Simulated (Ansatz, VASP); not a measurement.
**One calculation of Ge, two programs**

```
CELL_PARAMETERS angstrom
0.00000 2.82900 2.82900
2.82900 0.00000 2.82900
2.82900 2.82900 0.00000
ATOMIC_POSITIONS crystal
Ge 0.00000 0.00000 0.00000
Ge 0.25000 0.25000 0.25000
```

Alike in both runs: task relaxation of cell and atoms; functional PBEsol; k mesh 8 × 8 × 8; occupations gaussian, width 0.05 eV; no spin polarisation.

|  | VASP | Ansatz |
| --- | --- | --- |
| version | VASP 6.6.1 | Ansatz 0.2.0 |
| potentials or method | VASP PAW PBE potentials, release 64 (Ge_d) | scalar-relativistic, plane waves, PAW |
| plane-wave cutoff (eV) | 600 | 420 |
| valence electrons in the cell | 28 | 28 |

VASP gave:

```
gap on the k mesh at the Fermi level, each at its own relaxed structure (eV) : none
relaxed volume (Å³/atom)                                                     : 22.83
relaxed cell length with the largest relative difference (Å)                 : 4.012
```

Problem. What did Ansatz give for the same quantities?

Solution. gap on the k mesh at the Fermi level, each at its own relaxed structure (eV): none; relaxed volume (Å³/atom): 22.86; relaxed cell length with the largest relative difference (Å): 4.013.

VASP's potentials were made for PBE, not for PBEsol. A gap of «none» marks a metal or a gap that the smearing closes.
